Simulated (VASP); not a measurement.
# ZnO (zincite) (P6_3mc) in VASP: further runs

The runs below take ZnO (zincite) through single point, with PBEsol.

Everything below comes from runs of VASP 6.6.1. Logs are shortened: lines on timing, memory, paths and dates and some standing lists are left out, and cuts for length are marked.

## (1) The cell of the first run

The structure is hexagonal, space group P6_3mc (No. 186). Conventional cell: a = 3.205 Å, b = 3.205 Å, c = 5.135 Å, α = 90.00°, β = 90.00°, γ = 120.00°. Within 2.6 Å of Zn (site symmetry 3m) lie 4 O at 1.95 Å. O (site symmetry 3m) has 4 Zn at 1.95 Å within 2.6 Å.

## (2) Single point, PBEsol (volume scaled by 0.96)

The input, INCAR:

```
PREC     = Accurate       # precision mode
ENCUT    = 520            # plane-wave cutoff, eV
EDIFF    = 1E-7           # SCF threshold, eV
ISMEAR   = -1             # smearing method
SIGMA    = 0.05           # smearing width, eV
LREAL    = False          # projectors in reciprocal space
LASPH    = True           # aspherical terms in the spheres
NELM     = 100            # most SCF steps
ALGO     = Normal         # electronic algorithm
ISIF     = 2              # what is computed and relaxed
LWAVE    = False          # write WAVECAR
LCHARG   = False          # write CHGCAR
GGA      = PS             # functional
NBANDS   = 26             # bands
```

The input, KPOINTS:

```
regular mesh
0
Gamma
  9 9 5
```

The input, POSCAR:

```
ZnO
1.0
    3.2053930491      0.0000000000      0.0000000000
   -1.6026965246      2.7759518096      0.0000000000
    0.0000000000      0.0000000000      5.1353529565
Zn O
2 2
Direct
    0.6666666667      0.3333333333      0.0000000000
    0.3333333333      0.6666666667      0.5000000000
    0.3333333333      0.6666666667      0.8790100000
    0.6666666667      0.3333333333      0.3790100000
```

Potentials or basis: VASP PAW PBE potentials, release 64 (Zn, O).

On the command line:

```sh
$ cat potpaw_PBE.64/Zn/POTCAR potpaw_PBE.64/O/POTCAR > POTCAR
$ mpirun -np 1 vasp_std > vasp.out
```

OUTCAR:

```text
PREC = Accurate
   ENCUT = 520
   EDIFF = 1E-7
   ISMEAR = -1
   LREAL = False
   LASPH = True
   NELM = 100
   ISIF = 2
   GGA = PS

 ion  position               nearest neighbor table
   1  0.667  0.333  0.000-   4 1.95   3 1.95   3 1.95   3 1.95
   2  0.333  0.667  0.500-   3 1.95   4 1.95   4 1.95   4 1.95
   3  0.333  0.667  0.879-   2 1.95   1 1.95   1 1.95   1 1.95
   4  0.667  0.333  0.379-   1 1.95   2 1.95   2 1.95   2 1.95

  LATTYP: Found a hexagonal cell.
 ALAT       =     3.2053930491
 C/A-ratio  =     1.6020977390

  Lattice vectors:

 A1 = (   3.2053930491,   0.0000000000,   0.0000000000)
 A2 = (  -1.6026965246,   2.7759518096,   0.0000000000)
 A3 = (   0.0000000000,   0.0000000000,   5.1353529565)

Analysis of symmetry for initial positions (statically):
=====================================================================
 Subroutine PRICEL returns:
 Original cell was already a primitive cell.

 Routine SETGRP: Setting up the symmetry group for a
 hexagonal supercell.

 Subroutine GETGRP returns: Found 12 space group operations
 (whereof  6 operations were pure point group operations)
 out of a pool of 24 trial point group operations.

The static configuration has the point symmetry C_3v.
 The point group associated with its full space group is C_6v.

Analysis of symmetry for dynamics (positions and initial velocities):
=====================================================================
 Subroutine PRICEL returns:
 Original cell was already a primitive cell.

 Routine SETGRP: Setting up the symmetry group for a
 hexagonal supercell.

 Subroutine GETGRP returns: Found 12 space group operations
 (whereof  6 operations were pure point group operations)
 out of a pool of 24 trial point group operations.

The dynamic configuration has the point symmetry C_3v.
 The point group associated with its full space group is C_6v.

 Subroutine INISYM returns: Found 12 space group operations
 (whereof  6 operations are pure point group operations),
 and found     1 'primitive' translations

----------------------------------------------------------------------------------------

                                     Primitive cell

  volume of cell :      45.6945

  direct lattice vectors                    reciprocal lattice vectors
[... 82 lines left out ...]
   PREC   = accura    normal or accurate (medium, high low for compatibility)
   ISTART =      0    job   : 0-new  1-cont  2-samecut
   ICHARG =      2    charge: 1-file 2-atom 10-const
   ISPIN  =      1    spin polarized calculation?
   LNONCOLLINEAR =      F non collinear calculations
   LSORBIT =      F    spin-orbit coupling
   LASPH  =      T    aspherical Exc in radial PAW
   ENCUT  =  520.0 eV  38.22 Ry    6.18 a.u.   5.96  5.96  9.55*2*pi/ulx,y,z
   NELM   =    100;   NELMIN=  2; NELMDL= -5     # of ELM steps
   EDIFF  = 0.1E-06   stopping-criterion for ELM
   LREAL  =      F    real-space projection
   EDIFFG = 0.1E-05   stopping-criterion for IOM
   NSW    =      0    number of steps for IOM
   IBRION =     -1    ionic relax: 0-MD 1-quasi-New 2-CG
   NFREE  =      0    steps in history (QN), initial steepest desc. (CG)
   ISIF   =      2    stress and relaxation
   ISYM   =      2    0-nonsym 1-usesym 2-fastsym
   POTIM  = 0.5000    time-step for ionic-motion
   TEBEG  =    0.0;   TEEND  =   0.0 temperature during run
   PSTRESS=    0.0 pullay stress
   NELECT =      36.0000    total number of electrons
   NUPDOWN=      -1.0000    fix difference up-down
   EMIN   =  10.00;   EMAX   =-10.00  energy-range for DOS
   EFERMI =   0.00;   METHOD = LEGACY
   ISMEAR =    -1;   SIGMA  =   0.05  broadening in eV -4-tet -1-fermi 0-gaus
   EFERMI_NEDOS =   21; number of points for ismear=-14 and -15
   IALGO  =     38    algorithm
   IMIX   =      4    mixing-type and parameters
     AMIX     =   0.40;   BMIX     =  1.00
     AMIX_MAG =   1.60;   BMIX_MAG =  1.00
  volume/ion in A,a.u.               =      11.42        77.09
  Fermi-wavevector in a.u.,A,eV,Ry     =   1.512009  2.857283 31.105265  2.286172
  Thomas-Fermi vector in A             =   2.621991
   LORBIT       =      0    0 simple, 1 ext, 2 COOP (PROOUT), +10 PAW based schemes
   GGA     = PS    functional components
   LHFCALC =     F    Hartree Fock is set to
   AEXX    =    0.0000 exact exchange contribution
   IVDW    =     0    specifies the selected vdW correction
   LEPSILON=     F    determine dielectric tensor
   LRPA    =     F    only Hartree local field effects (RPA)
 non-spin polarized calculation
  energy-cutoff  :      520.00
  volume of cell :       45.69
 maximum number of plane-waves:      1254
 NGX is ok and might be reduce to    24
   NGX = 11   NGY = 11   NGZ = 19

 number of electron      36.0000007 magnetization

 Free energy of the ion-electron system (eV)
  ---------------------------------------------------
  ext. energy  EPLUGINS =         0.00000000
  ---------------------------------------------------
  free energy    TOTEN  =       -19.37758691 eV

  energy without entropy =      -19.37758136  energy(sigma->0) =      -19.37758414

 E-fermi :   1.8376     XC(G=0): -11.4066

 val. band max:        1.4275211493   @ k =   0.0000   0.0000   0.0000
 cond. band min:       2.1722426774   @ k =   0.0000   0.0000   0.0000
 fundamental gap:      0.7447215282
 Fermi energy:         1.8375501533

 k-point     1 :       0.0000    0.0000    0.0000
  band No.  band energies     occupation
      1     -16.9551      2.00000
      2     -16.1367      2.00000
      3      -4.6089      2.00000
      4      -4.4921      2.00000
      5      -4.4921      2.00000
      6      -4.4472      2.00000
[... 685 lines left out ...]
     25      14.9355      0.00000
     26      16.2926      0.00000

 [... further k-points ...]
[... 5 lines left out ...]
  --------------------------------------------------------------------------------------
  -------------------------------------------------------------------------------------
  Total        1.5015138      1.5015138      2.0550604     -0.0000000      0.0000000      0.0000000
  in kB       52.6473372     52.6473372     72.0562510     -0.0000000      0.0000000      0.0000000
  external PRESSURE =      59.1169751 kB  Pullay stress =       0.0000000 kB

 VOLUME and BASIS-vectors are now :
 -----------------------------------------------------------------------------
  energy-cutoff  :      520.00
  volume of cell :       45.69
      direct lattice vectors                 reciprocal lattice vectors
     3.205393049  0.000000000  0.000000000     0.311974221  0.180118401  0.000000000
    -1.602696525  2.775951810  0.000000000     0.000000000  0.360236801  0.000000000
     0.000000000  0.000000000  5.135352957     0.000000000  0.000000000  0.194728582

 POSITION                                       TOTAL-FORCE (eV/Angst)
 -----------------------------------------------------------------------------------
      1.60270      0.92532      0.00000        -0.000000      0.000000     -0.079958
     -0.00000      1.85063      2.56768         0.000000      0.000000     -0.079958
     -0.00000      1.85063      4.51403        -0.000000      0.000000      0.079958
      1.60270      0.92532      1.94635         0.000000      0.000000      0.079958
 -----------------------------------------------------------------------------------
    total drift:                                0.000001      0.000001     -0.000187

  FREE ENERGIE OF THE ION-ELECTRON SYSTEM (eV)
  ---------------------------------------------------
  free  energy   TOTEN  =       -19.3775869086 eV

  energy  without entropy=      -19.3775813619  energy(sigma->0) =      -19.37758414
```

OSZICAR:

```text
N       E                     dE             d eps       ncg     rms          rms(c)
DAV:   1     0.295957008582E+03    0.29596E+03   -0.18191E+04  1896   0.206E+03
DAV:   2     0.939613261836E+01   -0.28656E+03   -0.27046E+03  1960   0.414E+02
DAV:   3    -0.215748637718E+02   -0.30971E+02   -0.30552E+02  2030   0.139E+02
DAV:   4    -0.221848760212E+02   -0.61001E+00   -0.60869E+00  2114   0.199E+01
DAV:   5    -0.221877723080E+02   -0.28963E-02   -0.28961E-02  2092   0.143E+00    0.150E+01
DAV:   6    -0.192465009379E+02    0.29413E+01   -0.55307E+00  2944   0.595E+01    0.974E+00
DAV:   7    -0.194245898172E+02   -0.17809E+00   -0.26086E+00  1918   0.157E+01    0.574E+00
DAV:   8    -0.194240598152E+02    0.53000E-03   -0.47719E-01  2742   0.711E+00    0.161E+00
DAV:   9    -0.193754369264E+02    0.48623E-01   -0.90520E-02  2776   0.598E+00    0.337E-01
DAV:  10    -0.193775706957E+02   -0.21338E-02   -0.37317E-02  1898   0.132E+00    0.116E-01
DAV:  11    -0.193775594856E+02    0.11210E-04   -0.64160E-04  2138   0.281E-01    0.263E-02
DAV:  12    -0.193775892557E+02   -0.29770E-04   -0.35632E-05  2232   0.100E-01    0.184E-02
DAV:  13    -0.193775877826E+02    0.14731E-05   -0.97639E-06  2386   0.868E-02    0.790E-03
DAV:  14    -0.193775873617E+02    0.42089E-06   -0.37294E-06  2032   0.284E-02    0.412E-03
DAV:  15    -0.193775869493E+02    0.41236E-06   -0.88325E-07  2212   0.846E-03    0.830E-04
DAV:  16    -0.193775869086E+02    0.40704E-07   -0.31412E-08   952   0.247E-03
   1 F= -.19377587E+02 E0= -.19377584E+02  d E =-.554670E-05
```

stdout:

```text
POSCAR found type information on POSCAR ZnO
 POSCAR found :  2 types and       4 ions
 scaLAPACK will be used
 -----------------------------------------------------------------------------
|                                                                             |
|                                                                             |
|     You enforced a specific xc type in the INCAR file but a different       |
|     I HOPE YOU KNOW WHAT YOU ARE DOING!                                     |
|                                                                             |
 -----------------------------------------------------------------------------

 LDA part: xc-table for (Slater+PW92), standard interpolation
 POSCAR, INCAR and KPOINTS ok, starting setup
 FFT: planning ... GRIDC
 FFT: planning ... GRID_SOFT
 FFT: planning ... GRID
 WAVECAR not read
 entering main loop
```

Run time: 18 s. Hardware: 1 thread of Intel Xeon 6975P-C (Granite Rapids), shared host; peak memory 0.17 GiB.

What came out:

| Item | Value |
| --- | --- |
| Free energy | -19.3776 eV |
| Pressure | 5.9 GPa |
| Largest force | 0.080 eV/Å |
| Band gap on the k mesh | 0.74 eV, direct |

Forces on the atoms (eV/Å):
```
Zn   0.000  0.000 -0.080
Zn   0.000  0.000 -0.080
O    0.000  0.000  0.080
O    0.000  0.000  0.080
```

Levels at points of the mesh, in eV from the valence-band top:
```tsv
k point	band 14	band 15	band 16	band 17	band 18	band 19	band 20	band 21	band 22	band 23
(0.00, 0.00, 0.00)	-0.87	-0.87	-0.09	0.00	0.00	0.74	5.25	8.28	12.92	12.92
```

Caveat: the PAW data sets were made with another functional, which shifts forces and pressure a little.

## (3) Single point, PBEsol (volume scaled by 0.98)

The input, INCAR:

```
SYSTEM = ZnO
  PREC = Accurate
  ENCUT = 520
  EDIFF = 1E-7
  ISMEAR = -1
  SIGMA = 0.05
  LREAL = .FALSE.
  LASPH = .TRUE.
  NELM = 80
  ALGO = Normal
  ISIF = 2
  LWAVE = .FALSE.
  LCHARG = .FALSE.
  GGA = PS
  NBANDS = 26
```

The input, KPOINTS:

```
Automatic mesh
0
G
  9 9 5
  0 0 0
```

The input, POSCAR:

```
ZnO
1.0
    3.2274999067      0.0000000000      0.0000000000
   -1.6137499533      2.7950969099      0.0000000000
    0.0000000000      0.0000000000      5.1707703030
Zn O
2 2
Direct
    0.6666666667      0.3333333333      0.0000000000
    0.3333333333      0.6666666667      0.5000000000
    0.3333333333      0.6666666667      0.8790100000
    0.6666666667      0.3333333333      0.3790100000
```

Potentials or basis: VASP PAW PBE potentials, release 64 (Zn, O).

On the command line:

```sh
$ cat potpaw_PBE.64/Zn/POTCAR potpaw_PBE.64/O/POTCAR > POTCAR
$ mpirun -np 1 vasp_std > vasp.out
```

Run time: 19 s. Hardware: 1 thread of Intel Xeon 6975P-C (Granite Rapids), shared host; peak memory 0.18 GiB.

Results (log left out):

```
Free energy            : -19.4034 eV
Pressure               : 2.5 GPa
Largest force          : 0.073 eV/Å
Band gap on the k mesh : 0.72 eV, direct
```

Forces in eV/Å, atoms in the order of the input:
```
Zn   0.000  0.000 -0.073
Zn   0.000  0.000 -0.073
O    0.000  0.000  0.073
O    0.000  0.000  0.073
```

Stress tensor (GPa, compression positive):
```
1.92 0.00 0.00
0.00 1.92 0.00
0.00 0.00 3.75
```

Levels at points of the mesh, in eV from the valence-band top:
```tsv
k point	band 15	band 16	band 17	band 18	band 19	band 20	band 21	band 22
(0.00, 0.00, 0.00)	-0.84	-0.08	0.00	0.00	0.72	5.17	8.21	12.82
```

Caveat: the PAW data sets were made with another functional, which shifts forces and pressure a little.

## (4) Single point, PBEsol (volume scaled by 1.02)

The input, INCAR:

```
SYSTEM = ZnO
PREC     = Accurate       ! precision mode
ENCUT    = 520            ! plane-wave cutoff, eV
EDIFF    = 1E-7           ! SCF threshold, eV
ISMEAR   = -1             ! smearing method
SIGMA    = 0.05           ! smearing width, eV
LREAL    = .False.        ! projectors in reciprocal space
LASPH    = .True.         ! aspherical terms in the spheres
NELM     = 80             ! most SCF steps
ALGO     = Normal         ! electronic algorithm
ISIF     = 2              ! what is computed and relaxed
LWAVE    = .False.        ! write WAVECAR
LCHARG   = .False.        ! write CHGCAR
GGA      = PS             ! functional
NBANDS   = 26             ! bands
```

The input, KPOINTS:

```
Automatic mesh
0
Gamma
  9 9 5
  0 0 0
```

The input, POSCAR:

```
ZnO
1.0
    3.2708272232      0.0000000000      0.0000000000
   -1.6354136116      2.8326194666      0.0000000000
    0.0000000000      0.0000000000      5.2401848988
Zn O
2 2
Direct
    0.6666666667      0.3333333333      0.0000000000
    0.3333333333      0.6666666667      0.5000000000
    0.3333333333      0.6666666667      0.8790100000
    0.6666666667      0.3333333333      0.3790100000
```

Potentials or basis: VASP PAW PBE potentials, release 64 (Zn, O).

On the command line:

```sh
$ cat potpaw_PBE.64/Zn/POTCAR potpaw_PBE.64/O/POTCAR > POTCAR
$ mpirun -np 1 vasp_std > vasp.out
```

OUTCAR:

```text
SYSTEM = ZnO
   PREC = Accurate
   ENCUT = 520
   EDIFF = 1E-7
   ISMEAR = -1
   LREAL = .False.
   LASPH = .True.
   NELM = 80
   ISIF = 2
   GGA = PS

 ion  position               nearest neighbor table
   1  0.667  0.333  0.000-   4 1.99   3 1.99   3 1.99   3 1.99
   2  0.333  0.667  0.500-   3 1.99   4 1.99   4 1.99   4 1.99
   3  0.333  0.667  0.879-   2 1.99   1 1.99   1 1.99   1 1.99
   4  0.667  0.333  0.379-   1 1.99   2 1.99   2 1.99   2 1.99

  LATTYP: Found a hexagonal cell.
 ALAT       =     3.2708272232
 C/A-ratio  =     1.6020977390

[... 886 lines left out ...]
     26      15.1646      0.00000

 [... further k-points ...]
[... 5 lines left out ...]
  --------------------------------------------------------------------------------------
  -------------------------------------------------------------------------------------
  Total       -1.1438744     -1.1438744     -0.6501666      0.0000000      0.0000000      0.0000000
  in kB      -37.7482193    -37.7482193    -21.4557054      0.0000000      0.0000000      0.0000000
  external PRESSURE =     -32.3173813 kB  Pullay stress =       0.0000000 kB

 VOLUME and BASIS-vectors are now :
 -----------------------------------------------------------------------------
  energy-cutoff  :      520.00
  volume of cell :       48.55
      direct lattice vectors                 reciprocal lattice vectors
     3.270827223  0.000000000  0.000000000     0.305733055  0.176515062  0.000000000
    -1.635413612  2.832619467  0.000000000     0.000000000  0.353030123  0.000000000
     0.000000000  0.000000000  5.240184899     0.000000000  0.000000000  0.190832961

 POSITION                                       TOTAL-FORCE (eV/Angst)
 -----------------------------------------------------------------------------------
      1.63541      0.94421      0.00000        -0.000000      0.000000     -0.058505
     -0.00000      1.88841      2.62009         0.000000      0.000000     -0.058505
     -0.00000      1.88841      4.60617        -0.000000      0.000000      0.058505
      1.63541      0.94421      1.98608         0.000000      0.000000      0.058505
 -----------------------------------------------------------------------------------
    total drift:                               -0.000001     -0.000001     -0.000784

  FREE ENERGIE OF THE ION-ELECTRON SYSTEM (eV)
  ---------------------------------------------------
  free  energy   TOTEN  =       -19.4001851332 eV

  energy  without entropy=      -19.4001721929  energy(sigma->0) =      -19.40017866
```

stdout:

```text
POSCAR found type information on POSCAR ZnO
 POSCAR found :  2 types and       4 ions
 scaLAPACK will be used
 -----------------------------------------------------------------------------
|                                                                             |
|                                                                             |
|     You enforced a specific xc type in the INCAR file but a different       |
|     I HOPE YOU KNOW WHAT YOU ARE DOING!                                     |
|                                                                             |
 -----------------------------------------------------------------------------

 LDA part: xc-table for (Slater+PW92), standard interpolation
 POSCAR, INCAR and KPOINTS ok, starting setup
 FFT: planning ... GRIDC
 FFT: planning ... GRID_SOFT
 FFT: planning ... GRID
 WAVECAR not read
 entering main loop
```

Wall time 20 s (1 thread of Intel Xeon 6975P-C (Granite Rapids), shared host); peak memory 0.17 GiB.

Results:

| Property | Result |
| --- | --- |
| Free energy | -19.4002 eV |
| Pressure | -3.2 GPa |
| Largest force | 0.059 eV/Å |
| Band gap on the k mesh | 0.66 eV, direct |

Forces in eV/Å, atoms in the order of the input:
```
Zn   0.000  0.000 -0.059
Zn   0.000  0.000 -0.059
O    0.000  0.000  0.059
O    0.000  0.000  0.059
```

Caveat: the PAW data sets were made with another functional, which shifts forces and pressure a little.

## (5) Summary

```csv
cell,gap on the mesh (eV),pressure (GPa),largest force (eV/Å)
"a = 3.205, b = 3.205, c = 5.135 Å, angles 90.0, 90.0, 120.0°, 4 atoms",0.74,5.9,0.08
"a = 3.227, b = 3.227, c = 5.171 Å, angles 90.0, 90.0, 120.0°, 4 atoms",0.72,2.5,0.07
"a = 3.271, b = 3.271, c = 5.240 Å, angles 90.0, 90.0, 120.0°, 4 atoms",0.66,-3.2,0.06
```

Alike in all rows: task single point; level PBEsol; potentials or basis VASP PAW PBE potentials, release 64 (Zn, O); no spin polarisation; k mesh 9 × 9 × 5; cutoff (eV) 520; smearing fermi-dirac 0.05 eV.

Caveats: the PAW data sets were made with another functional, which shifts forces and pressure a little.

Absolute energies hang on the potentials; compare differences alone.
